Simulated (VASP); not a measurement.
# GaGe3 (Fm-3m) in VASP: further runs, part 2 of 2

VASP 6.6.1. The steps go on from the part before.

### Step 3. Relaxation of cell and atoms, PBEsol, target pressure 30 GPa, at which the enthalpy is minimised

The input, INCAR:

```
SYSTEM = GaGe3
PREC     = Accurate       ! precision mode
ENCUT    = 600            ! plane-wave cutoff, eV
EDIFF    = 1E-7           ! SCF threshold, eV
ISMEAR   = -1             ! smearing method
SIGMA    = 0.05           ! smearing width, eV
LREAL    = .FALSE.        ! projectors in reciprocal space
LASPH    = .TRUE.         ! aspherical terms in the spheres
NELM     = 80             ! most SCF steps
ALGO     = Normal         ! electronic algorithm
ISIF     = 3              ! what is computed and relaxed
LWAVE    = .FALSE.        ! write WAVECAR
LCHARG   = .FALSE.        ! write CHGCAR
GGA      = PS             ! functional
IBRION   = 2              ! ionic algorithm
NSW      = 60             ! ionic steps
EDIFFG   = -0.01          ! ionic threshold
PSTRESS  = 300.0
```

The input, KPOINTS:

```
Automatic mesh
0
G
  7 7 7
  0 0 0
```

The input, POSCAR:

```
GaGe3
1.0
    0.0000000000      3.3871670000      3.3871670000
    3.3871670000      0.0000000000      3.3871670000
    3.3871670000      3.3871670000      0.0000000000
Ge Ga
3 1
Direct
    0.5000000000      0.5000000000      0.5000000000
    0.7500000000      0.7500000000      0.7500000000
    0.2500000000      0.2500000000      0.2500000000
    0.0000000000      0.0000000000      0.0000000000
```

Potentials or basis: VASP PAW PBE potentials, release 64 (Ge_d, Ga_d).

On the command line:

```sh
> cat potpaw_PBE.64/Ge_d/POTCAR potpaw_PBE.64/Ga_d/POTCAR > POTCAR
> mpirun -np 1 vasp_std > vasp.out
```

OUTCAR:

```text
SYSTEM = GaGe3
   PREC = Accurate
   ENCUT = 600
   EDIFF = 1E-7
   ISMEAR = -1
   LREAL = .FALSE.
   LASPH = .TRUE.
   NELM = 80
   ISIF = 3
   GGA = PS
   IBRION = 2
   NSW = 60
   EDIFFG = -0.01
   PSTRESS = 300.0

 ion  position               nearest neighbor table
   1  0.500  0.500  0.500-
   2  0.750  0.750  0.750-
   3  0.250  0.250  0.250-
   4  0.000  0.000  0.000-

  LATTYP: Found a face centered cubic cell.
 ALAT       =     6.7743340000

  Lattice vectors:

 A1 = (   0.0000000000,   3.3871670000,   3.3871670000)
 A2 = (   3.3871670000,   0.0000000000,   3.3871670000)
 A3 = (   3.3871670000,   3.3871670000,   0.0000000000)

Analysis of symmetry for initial positions (statically):
=====================================================================
 Subroutine PRICEL returns:
 Original cell was already a primitive cell.

 Routine SETGRP: Setting up the symmetry group for a
 face centered cubic supercell.

 Subroutine GETGRP returns: Found 48 space group operations
 (whereof 48 operations were pure point group operations)
 out of a pool of 48 trial point group operations.

The static configuration has the point symmetry O_h .

Analysis of symmetry for dynamics (positions and initial velocities):
=====================================================================
 Subroutine PRICEL returns:
 Original cell was already a primitive cell.

 Routine SETGRP: Setting up the symmetry group for a
 face centered cubic supercell.

 Subroutine GETGRP returns: Found 48 space group operations
 (whereof 48 operations were pure point group operations)
 out of a pool of 48 trial point group operations.

The dynamic configuration has the point symmetry O_h .

 Subroutine INISYM returns: Found 48 space group operations
 (whereof 48 operations are pure point group operations),
 and found     1 'primitive' translations

[... 114 lines left out ...]
  volume/ion in A,a.u.               =      19.43       131.12
  Fermi-wavevector in a.u.,A,eV,Ry     =   1.458867  2.756859 28.957195  2.128294
  Thomas-Fermi vector in A             =   2.575501
   LORBIT       =      0    0 simple, 1 ext, 2 COOP (PROOUT), +10 PAW based schemes
   GGA     = PS    functional components
   LHFCALC =     F    Hartree Fock is set to
   AEXX    =    0.0000 exact exchange contribution
   IVDW    =     0    specifies the selected vdW correction
   LEPSILON=     F    determine dielectric tensor
   LRPA    =     F    only Hartree local field effects (RPA)
 conjugate gradient relaxation of ions
 non-spin polarized calculation
  energy-cutoff  :      600.00
  volume of cell :       77.72
 maximum number of plane-waves:      2637
 NGX is ok and might be reduce to    40
   NGX = 19   NGY = 19   NGZ = 19

--------------------------------------- Ionic step        1  -------------------------------------------

 number of electron      55.0000036 magnetization

 Free energy of the ion-electron system (eV)
  ---------------------------------------------------
  ext. energy  EPLUGINS =         0.00000000
  ---------------------------------------------------
  free energy    TOTEN  =       -17.33199565 eV

  energy without entropy =      -17.32254281  energy(sigma->0) =      -17.32726923

------------------------ aborting loop because EDIFF is reached ----------------------------------------

  FORCE on cell =-STRESS in cart. coord.  units (eV):
  Direction    XX          YY          ZZ          XY          YZ          ZX
  --------------------------------------------------------------------------------------
  -------------------------------------------------------------------------------------
  Total       -1.8735208     -1.8735208     -1.8735208      0.0000000     -0.0000000      0.0000000
  in kB      -38.6215120    -38.6215120    -38.6215120      0.0000000     -0.0000000      0.0000000
  external PRESSURE =    -338.6215120 kB  Pullay stress =     300.0000000 kB
[... 27 lines left out ...]
--------------------------------------- Ionic step        2  -------------------------------------------

 number of electron      55.0000016 magnetization

 E-fermi :  15.3289     XC(G=0): -14.9903

 val. band max:       15.1871060664   @ k =  -0.4286   0.4286   0.1429
 cond. band min:      15.3825396356   @ k =  -0.2857   0.1429   0.0000
 fundamental gap:      0.1954335692
 Fermi energy:        15.3288957221

 k-point     1 :       0.0000    0.0000    0.0000
  band No.  band energies     occupation
      1     -10.5434      2.00000
      2     -10.5434      2.00000
      3     -10.4459      2.00000
      4     -10.4459      2.00000
      5     -10.4459      2.00000
      6     -10.2696      2.00000
[... 828 lines left out ...]
--------------------------------------- Ionic step        5  -------------------------------------------

 number of electron      55.0000006 magnetization

 Free energy of the ion-electron system (eV)
  ---------------------------------------------------
  ext. energy  EPLUGINS =         0.00000000
  ---------------------------------------------------
  free energy    TOTEN  =       -16.20743013 eV

  energy without entropy =      -16.18425433  energy(sigma->0) =      -16.19584223

 E-fermi :   9.2734     XC(G=0): -12.7996

 val. band max:        9.2579953892   @ k =   0.2857   0.1429   0.0000
 cond. band min:       9.2892333075   @ k =  -0.4286   0.4286   0.1429
 fundamental gap:      0.0312379183
 Fermi energy:         9.2733516840

 k-point     1 :       0.0000    0.0000    0.0000
  band No.  band energies     occupation
      1     -15.3569      2.00000
      2     -15.3569      2.00000
      3     -15.3333      2.00000
      4     -15.3333      2.00000
      5     -15.3333      2.00000
      6     -15.2754      2.00000
[... 744 lines left out ...]
  energy  without entropy=      -16.1842543278  energy(sigma->0) =      -16.19584223

  enthalpy is  TOTEN    =        -5.4254460338 eV   P V=       10.7819840927

 reached required accuracy - stopping structural energy minimisation
```

CONTCAR:

```text
GaGe3
   1.00000000000000
    -0.0000000000000000    3.0649213864951133    3.0649213864951133
     3.0649213864951133    0.0000000000000000    3.0649213864951133
     3.0649213864951133    3.0649213864951133    0.0000000000000000
  Ge              Ga
     3     1
Direct
     0.5000000000000000    0.5000000000000000    0.5000000000000000
     0.7500000000000000    0.7500000000000000    0.7500000000000000
     0.2500000000000000    0.2500000000000000    0.2500000000000000
     0.0000000000000000    0.0000000000000000    0.0000000000000000

  0.00000000E+00  0.00000000E+00  0.00000000E+00
  0.00000000E+00  0.00000000E+00  0.00000000E+00
  0.00000000E+00  0.00000000E+00  0.00000000E+00
  0.00000000E+00  0.00000000E+00  0.00000000E+00
```

It took 11 min on 1 thread of Intel Xeon 8259CL, shared host; peak memory 0.28 GiB.

What came out:

| Item | Value |
| --- | --- |
| Free energy | -16.2074 eV |
| Relaxed volume | 14.40 Å³/atom |
| Relaxed cell | a = 4.334 Å, b = 4.334 Å, c = 4.334 Å, α = 60.00°, β = 60.00°, γ = 60.00° |
| Space group after relaxing (to 0.1 Å) | Fm-3m (No. 225) |
| Energy change on relaxing (the run minimises the enthalpy) | +281.1 meV/atom |
| Ionic steps | 5 |
| Pressure after relaxing | 30.0 GPa |
| Band gap on the k mesh | zero (an odd number of electrons rules out a gap without spin polarisation) |

The path:
```tsv
step	energy change (eV)	largest force (eV/Å)	pressure (GPa)	volume (Å³)
1	0.0000	0.0000	-3.86	77.72
2	10.0112	0.0000	169.53	40.08
3	0.8767	0.0000	25.59	59.01
4	1.0364	0.0000	28.46	58.07
5	1.1246	0.0000	30.05	57.58
```

Final structure:
```xyz
4
Lattice="0.0000 3.0649 3.0649 3.0649 0.0000 3.0649 3.0649 3.0649 0.0000" Properties=species:S:1:pos:R:3 pbc="T T T"
Ge    3.0649    3.0649    3.0649
Ge    4.5974    4.5974    4.5974
Ge    1.5325    1.5325    1.5325
Ga    0.0000    0.0000    0.0000
```

Levels at points of the mesh, in eV from the Fermi level:
```
           k point  band 24  band 25  band 26  band 27  band 28  band 29  band 30  band 31  band 32  band 33
(0.00, 0.00, 0.00)    -2.18    -2.18    -2.18    -1.92    -1.92    -1.92     0.23     0.23     0.23     1.35
```

Caveat: the cell is relaxed towards a set pressure, so the run minimises the enthalpy, not the energy; the volume moved by over 15 % at a fixed basis, so the end points are rough; the PAW data sets were made with another functional, which shifts forces and pressure a little.

### Step 4. Single point, PBEsol

This run uses another cell than the first one, of 18.29 Å³/atom.

The input, INCAR:

```
SYSTEM = GaGe3
PREC = Accurate ; ENCUT = 520
EDIFF = 1E-6 ; ISMEAR = -1
SIGMA = 0.05 ; LREAL = .FALSE.
LASPH = .TRUE. ; NELM = 60
ALGO = Normal ; ISIF = 2
LWAVE = .FALSE. ; LCHARG = .FALSE.
GGA = PS ; NBANDS = 36
```

The input, KPOINTS:

```
regular mesh
0
G
  7 7 7
  0 0 0
```

The input, POSCAR:

```
GaGe3
1.0
    0.0000000000      3.3198201796      3.3198201796
    3.3198201796      0.0000000000      3.3198201796
    3.3198201796      3.3198201796      0.0000000000
Ge Ga
3 1
Direct
    0.5000000000      0.5000000000      0.5000000000
    0.7500000000      0.7500000000      0.7500000000
    0.2500000000      0.2500000000      0.2500000000
    0.0000000000      0.0000000000      0.0000000000
```

On the command line:

```sh
> cat potpaw_PBE.64/Ge_d/POTCAR potpaw_PBE.64/Ga_d/POTCAR > POTCAR
> mpirun -np 1 vasp_std > vasp.out
```

Wall time 38 s (1 thread of Intel Xeon Platinum 8488C (Sapphire Rapids), shared host); peak memory 0.22 GiB.

Results (log left out):

| Quantity | Value |
| --- | --- |
| Free energy | -17.3891 eV |
| Pressure | 0.0 GPa |
| Band gap on the k mesh | zero (an odd number of electrons rules out a gap without spin polarisation) |

Levels at points of the mesh, in eV from the Fermi level:
```
           k point  band 26  band 27  band 28  band 29  band 30  band 31
(0.00, 0.00, 0.00)    -1.65    -1.37    -1.37    -1.37    -0.73     0.28
```

Caveat: the PAW data sets were made with another functional, which shifts forces and pressure a little.

### Step 5. Relaxation of cell and atoms, PBEsol

The input, INCAR:

```
PREC = Accurate ; ENCUT = 600
EDIFF = 1E-6 ; ISMEAR = -1
SIGMA = 0.05 ; LREAL = False
LASPH = True ; NELM = 100
ALGO = Normal ; ISIF = 3
LWAVE = False ; LCHARG = False
GGA = PS ; IBRION = 2
NSW = 80 ; EDIFFG = -0.02
```

The input, KPOINTS:

```
Automatic mesh
0
Gamma
  7 7 7
```

The input, POSCAR:

```
GaGe3
1.0
    0.0000000000      3.3871670000      3.3871670000
    3.3871670000      0.0000000000      3.3871670000
    3.3871670000      3.3871670000      0.0000000000
Ge Ga
3 1
Direct
    0.5000000000      0.5000000000      0.5000000000
    0.7500000000      0.7500000000      0.7500000000
    0.2500000000      0.2500000000      0.2500000000
    0.0000000000      0.0000000000      0.0000000000
```

Potentials or basis: VASP PAW PBE potentials, release 64 (Ge_d, Ga_d).

On the command line:

```sh
> cat potpaw_PBE.64/Ge_d/POTCAR potpaw_PBE.64/Ga_d/POTCAR > POTCAR
> mpirun -np 1 vasp_std > vasp.out
```

OUTCAR:

```text
PREC = Accurate
   ENCUT = 600
   EDIFF = 1E-6
   ISMEAR = -1
   LREAL = False
   LASPH = True
   NELM = 100
   ISIF = 3
   GGA = PS
   IBRION = 2
   NSW = 80
   EDIFFG = -0.02

 ion  position               nearest neighbor table
   1  0.500  0.500  0.500-
   2  0.750  0.750  0.750-
   3  0.250  0.250  0.250-
   4  0.000  0.000  0.000-

  LATTYP: Found a face centered cubic cell.
 ALAT       =     6.7743340000

  Lattice vectors:

 A1 = (   0.0000000000,   3.3871670000,   3.3871670000)
 A2 = (   3.3871670000,   0.0000000000,   3.3871670000)
 A3 = (   3.3871670000,   3.3871670000,   0.0000000000)

[... 177 lines left out ...]

  FORCE on cell =-STRESS in cart. coord.  units (eV):
  Direction    XX          YY          ZZ          XY          YZ          ZX
  --------------------------------------------------------------------------------------
  -------------------------------------------------------------------------------------
  Total       -1.9456803     -1.9456803     -1.9456803      0.0000000     -0.0000000     -0.0000000
  in kB      -40.1090375    -40.1090375    -40.1090375      0.0000000     -0.0000000     -0.0000000
  external PRESSURE =     -40.1090375 kB  Pullay stress =       0.0000000 kB
[... 101 lines left out ...]
--------------------------------------- Ionic step        4  -------------------------------------------

 number of electron      54.9999973 magnetization

 Free energy of the ion-electron system (eV)
  ---------------------------------------------------
  ext. energy  EPLUGINS =         0.00000000
  ---------------------------------------------------
  free energy    TOTEN  =       -17.39025822 eV

  energy without entropy =      -17.38192446  energy(sigma->0) =      -17.38609134

 E-fermi :   6.5420     XC(G=0): -11.5128

 val. band max:        6.4357425830   @ k =  -0.4286   0.1429   0.0000
 cond. band min:       6.6306453745   @ k =   0.2857   0.1429   0.0000
 fundamental gap:      0.1949027916
 Fermi energy:         6.5419908348

 k-point     1 :       0.0000    0.0000    0.0000
  band No.  band energies     occupation
      1     -18.0355      2.00000
      2     -18.0355      2.00000
      3     -18.0276      2.00000
      4     -18.0276      2.00000
      5     -18.0276      2.00000
      6     -18.0029      2.00000
[... 740 lines left out ...]
  FREE ENERGIE OF THE ION-ELECTRON SYSTEM (eV)
  ---------------------------------------------------
  free  energy   TOTEN  =       -17.3902582230 eV

  energy  without entropy=      -17.3819244640  energy(sigma->0) =      -17.38609134

 reached required accuracy - stopping structural energy minimisation
```

OSZICAR:

```text
N       E                     dE             d eps       ncg     rms          rms(c)
DAV:   1     0.450040903310E+03    0.45004E+03   -0.30232E+04  1536   0.482E+03
[... 35 lines left out ...]
DAV:   1    -0.173938497356E+02   -0.35120E-02   -0.52913E-02  1701   0.355E+00    0.351E-01
DAV:   2    -0.173911448067E+02    0.27049E-02   -0.43874E-03  1693   0.101E+00    0.174E-01
DAV:   3    -0.173903206280E+02    0.82418E-03   -0.14462E-03  1763   0.555E-01    0.340E-02
DAV:   4    -0.173902654261E+02    0.55202E-04   -0.10557E-04  1533   0.303E-01    0.146E-02
DAV:   5    -0.173902578862E+02    0.75399E-05   -0.22412E-05  1563   0.151E-01    0.613E-03
DAV:   6    -0.173902583827E+02   -0.49653E-06   -0.11181E-05  1115   0.507E-02    0.238E-03
DAV:   7    -0.173902582230E+02    0.15968E-06   -0.93596E-07   674   0.328E-02
   4 F= -.17390258E+02 E0= -.17386091E+02  d E =-.582623E-01
```

It took 2.8 min on 1 thread of Intel Xeon Platinum 8488C (Sapphire Rapids), shared host; peak memory 0.28 GiB.

What came out:

| Property | Result |
| --- | --- |
| Free energy | -17.3903 eV |
| Relaxed volume | 18.33 Å³/atom |
| Relaxed cell | a = 4.698 Å, b = 4.698 Å, c = 4.698 Å, α = 60.00°, β = 60.00°, γ = 60.00° |
| Space group after relaxing (to 0.1 Å) | Fm-3m (No. 225) |
| Energy gained by relaxing | 14.6 meV/atom |
| Ionic steps | 4 |
| Pressure after relaxing | 0.0 GPa |
| Band gap on the k mesh | zero (an odd number of electrons rules out a gap without spin polarisation) |

Step by step:
| step | energy change (eV) | largest force (eV/Å) | pressure (GPa) | volume (Å³) |
| --- | --- | --- | --- | --- |
| 1 | 0.0000 | 0.0000 | -4.01 | 77.72 |
| 2 | -0.0563 | 0.0000 | 0.75 | 72.38 |
| 3 | -0.0583 | 0.0000 | 0.18 | 73.16 |
| 4 | -0.0583 | 0.0000 | -0.03 | 73.34 |

Final structure:
```cif
data_structure
_symmetry_space_group_name_H-M 'P 1'
_symmetry_Int_Tables_number 1
_cell_length_a 4.6984
_cell_length_b 4.6984
_cell_length_c 4.6984
_cell_angle_alpha 60.000
_cell_angle_beta 60.000
_cell_angle_gamma 60.000
_cell_volume 73.34
loop_
_atom_site_label
_atom_site_type_symbol
_atom_site_fract_x
_atom_site_fract_y
_atom_site_fract_z
_atom_site_occupancy
Ge1 Ge 0.50000 0.50000 0.50000 1
Ge2 Ge 0.75000 0.75000 0.75000 1
Ge3 Ge 0.25000 0.25000 0.25000 1
Ga1 Ga 0.00000 0.00000 0.00000 1
```

Caveat: the PAW data sets were made with another functional, which shifts forces and pressure a little.

### Step 6. Overview

```csv
task,cell,cutoff (eV),gap on the mesh (eV),pressure (GPa)
relaxation of cell and atoms,"relaxed to 20 GPa from a = 4.790 Å, angles 60.0°, 4 atoms",600,none,20.0
relaxation of cell and atoms,"relaxed to 30 GPa from a = 4.790 Å, angles 60.0°, 4 atoms",600,none,30.0
single point,"a = 4.695 Å, angles 60.0°, 4 atoms",520,none,0.0
relaxation of cell and atoms,"relaxed from a = 4.790 Å, angles 60.0°, 4 atoms",600,none,0.0
```

Alike in all rows: level PBEsol; potentials or basis VASP PAW PBE potentials, release 64 (Ge_d, Ga_d); no spin polarisation; k mesh 7 × 7 × 7; smearing fermi-dirac 0.05 eV.

Caveats: the PAW data sets were made with another functional, which shifts forces and pressure a little; the cell is relaxed towards a set pressure, so the run minimises the enthalpy, not the energy (at least some runs); the volume moved by over 15 % at a fixed basis, so the end points are rough (at least some runs).

Absolute energies hang on the potentials; compare differences alone.
